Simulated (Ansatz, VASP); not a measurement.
# Si in VASP and in Ansatz

Contents of INCAR:

```
SYSTEM = Si
PREC = Accurate ; ENCUT = 520
EDIFF = 1E-7 ; ISMEAR = 0
SIGMA = 0.1 ; LREAL = .False.
LASPH = .True. ; NELM = 80
ALGO = Normal ; ISIF = 2
LWAVE = .False. ; LCHARG = .True.
GGA = PE ; LELF = .True.
LVHAR = .True. ; NBANDS = 36
```

The input KPOINTS:

```
Automatic mesh
0
Gamma
  6 6 1
  0 0 0
```

The input POSCAR:

```
Si
1.0
    3.8619381813      0.0000000000      0.0000000000
   -1.9309690907      3.3445365728      0.0000000000
    0.0000000000      0.0000000000     18.9894711110
Si
12
Direct
    1.0000000000      0.0000000000      0.8128172537
    1.0000000000      0.0000000000      0.3128172537
    0.3333333333      0.6666666667      0.9791894471
    0.6666666667      0.3333333333      0.4791894471
    0.3333333333      0.6666666667      0.6453900324
    0.6666666667      0.3333333333      0.1453900324
    0.0000000000      0.0000000000      0.6871827463
    0.0000000000      0.0000000000      0.1871827463
    0.3333333333      0.6666666667      0.8546099676
    0.6666666667      0.3333333333      0.3546099676
    0.3333333333      0.6666666667      0.5208105529
    0.6666666667      0.3333333333      0.0208105529
```

Input for Ansatz:

```yaml
crystal:
  lattice:
    - [3.8619381813, 0.0, 0.0]
    - [-1.9309690907, 3.3445365728, 0.0]
    - [0.0, 0.0, 18.989471111]
  atoms:
    - { symbol: Si, position: [1.0, 0.0, 0.8128172537] }
    - { symbol: Si, position: [1.0, 0.0, 0.3128172537] }
    - { symbol: Si, position: [0.3333333333, 0.6666666667, 0.9791894471] }
    - { symbol: Si, position: [0.6666666667, 0.3333333333, 0.4791894471] }
    - { symbol: Si, position: [0.3333333333, 0.6666666667, 0.6453900324] }
    - { symbol: Si, position: [0.6666666667, 0.3333333333, 0.1453900324] }
    - { symbol: Si, position: [0.0, 0.0, 0.6871827463] }
    - { symbol: Si, position: [0.0, 0.0, 0.1871827463] }
    - { symbol: Si, position: [0.3333333333, 0.6666666667, 0.8546099676] }
    - { symbol: Si, position: [0.6666666667, 0.3333333333, 0.3546099676] }
    - { symbol: Si, position: [0.3333333333, 0.6666666667, 0.5208105529] }
    - { symbol: Si, position: [0.6666666667, 0.3333333333, 0.0208105529] }
basis:
  ecutwfc: 420
kpoints:
  mp_grid: { grid: [6, 6, 1] }
hamiltonian:
  xc: pbe
scf:
  occupations: { method: gaussian, width: 0.1 }
  lower_state_search: "off"
output:
  forces: true
  stress: true
  eigenvalues: true
```

Alike in both runs: task single point; functional PBE; k mesh 6 × 6 × 1; occupations gaussian, width 0.1 eV; no spin polarisation.

```csv
,VASP,Ansatz
version,VASP 6.6.1,Ansatz 0.2.0
potentials or method,"VASP PAW PBE potentials, release 64 (Si), cutoff 520 eV","scalar-relativistic, plane waves, PAW"
valence electrons in the cell,48,48
```

Ansatz gave:

```
gap on the k mesh at the Fermi level (eV)                     : 0.61
least direct gap on the mesh (eV)                             : 1.29
pressure (GPa)                                                : 0.0
traceless stress, the component that is largest in VASP (GPa) : -0.20
rms of the force components (eV/Å)                            : 0.005
```

Estimate VASP's values.

gap on the k mesh at the Fermi level (eV): 0.62; least direct gap on the mesh (eV): 1.29; pressure (GPa): 0.0; traceless stress, the component that is largest in VASP (GPa): -0.20; rms of the force components (eV/Å): 0.005.

Atom by atom the forces differ by 0.000 eV/Å (rms over components).
